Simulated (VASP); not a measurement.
Wanted: the native input for a VASP 6.6.1 run.

| Quantity | Value |
| --- | --- |
| Task | single point |
| Functional | r2SCAN |
| Dispersion | rVV10 |
| Potentials or basis | VASP PAW PBE potentials, release 64 (Zn, Se) |
| Cutoff | 520 eV |
| k mesh | 6 × 6 × 6 |
| Occupations | fermi-dirac, width 0.03 eV |
| Spin | no spin polarisation |
| Dipole correction | no |
| Further INCAR settings | ALGO = Normal; EDIFF = 1e-06; NBANDS = 60 |

ZnSe2:

```
Zn Se
1.0
     6.27326    0.00000    0.00000
     0.00000    6.27326    0.00000
     0.00000    0.00000    6.27326
Zn Se
4 8
Direct
  0.50000 0.50000 0.00000
  0.50000 0.00000 0.50000
  0.00000 0.50000 0.50000
  0.00000 0.00000 0.00000
  0.10881 0.89119 0.39119
  0.89119 0.39119 0.10881
  0.39119 0.10881 0.89119
  0.60881 0.60881 0.60881
  0.89119 0.10881 0.60881
  0.10881 0.60881 0.89119
  0.60881 0.89119 0.10881
  0.39119 0.39119 0.39119
```

These files were run (other wordings do the same):

POSCAR

```
ZnSe2
1.0
    6.2732567795      0.0000000000      0.0000000000
    0.0000000000      6.2732567795      0.0000000000
    0.0000000000      0.0000000000      6.2732567795
Zn Se
4 8
Direct
    0.5000000000      0.5000000000      0.0000000000
    0.5000000000      0.0000000000      0.5000000000
    0.0000000000      0.5000000000      0.5000000000
    0.0000000000      0.0000000000      0.0000000000
    0.1088147461      0.8911852539      0.3911852539
    0.8911852539      0.3911852539      0.1088147461
    0.3911852539      0.1088147461      0.8911852539
    0.6088147461      0.6088147461      0.6088147461
    0.8911852539      0.1088147461      0.6088147461
    0.1088147461      0.6088147461      0.8911852539
    0.6088147461      0.8911852539      0.1088147461
    0.3911852539      0.3911852539      0.3911852539
```

INCAR.step1

```
SYSTEM = ZnSe2
PREC     = Accurate       ! precision mode
ENCUT    = 520            ! plane-wave cutoff, eV
ISMEAR   = -1             ! smearing method
SIGMA    = 0.03           ! smearing width, eV
LREAL    = .False.        ! projectors in reciprocal space
LASPH    = .True.         ! aspherical terms in the spheres
NELM     = 100            ! most SCF steps
NBANDS   = 60             ! bands
GGA      = PE             ! functional
ALGO     = Normal         ! electronic algorithm
EDIFF    = 1E-4           ! SCF threshold, eV
LWAVE    = .True.         ! write WAVECAR
LCHARG   = .False.        ! write CHGCAR
```

INCAR.step2

```
SYSTEM = ZnSe2
PREC     = Accurate       ! precision mode
ENCUT    = 520            ! plane-wave cutoff, eV
EDIFF    = 1E-6           ! SCF threshold, eV
ISMEAR   = -1             ! smearing method
SIGMA    = 0.03           ! smearing width, eV
LREAL    = .False.        ! projectors in reciprocal space
LASPH    = .True.         ! aspherical terms in the spheres
NELM     = 100            ! most SCF steps
ALGO     = Normal         ! electronic algorithm
ISIF     = 2              ! what is computed and relaxed
LWAVE    = .False.        ! write WAVECAR
LCHARG   = .True.         ! write CHGCAR
METAGGA  = R2SCAN         ! meta-GGA
LMIXTAU  = .True.       
LUSE_VDW = .True.       
IVDW_NL  = 2            
BPARAM   = 11.95        
CPARAM   = 0.0093       
LELF     = .True.         ! ELF
LVHAR    = .True.       
NBANDS   = 60             ! bands
ISTART   = 1
```

KPOINTS

```
Automatic mesh
0
Gamma
  6 6 6
  0 0 0
```

Potentials or basis: VASP PAW PBE potentials, release 64 (Zn, Se).

Run with:

```sh
$ cat potpaw_PBE.64/Zn/POTCAR potpaw_PBE.64/Se/POTCAR > POTCAR
$ cp INCAR.step1 INCAR
$ mpirun -np 1 vasp_std > vasp.out
$ cp INCAR.step2 INCAR
$ mpirun -np 1 vasp_std > vasp.out
```

It gave:

- Pressure: 0.2 GPa
- Largest force: 0.009 eV/Å
- Band gap on the k mesh: 1.15 eV (least direct gap 1.26 eV)

Caveat: the PAW data sets were made with another functional, which shifts forces and pressure a little.

Run time: 10 min on 1 thread of Intel(R) Xeon(R) 6975P-C (Granite Rapids) (shared host), peak memory 0.91 GiB.
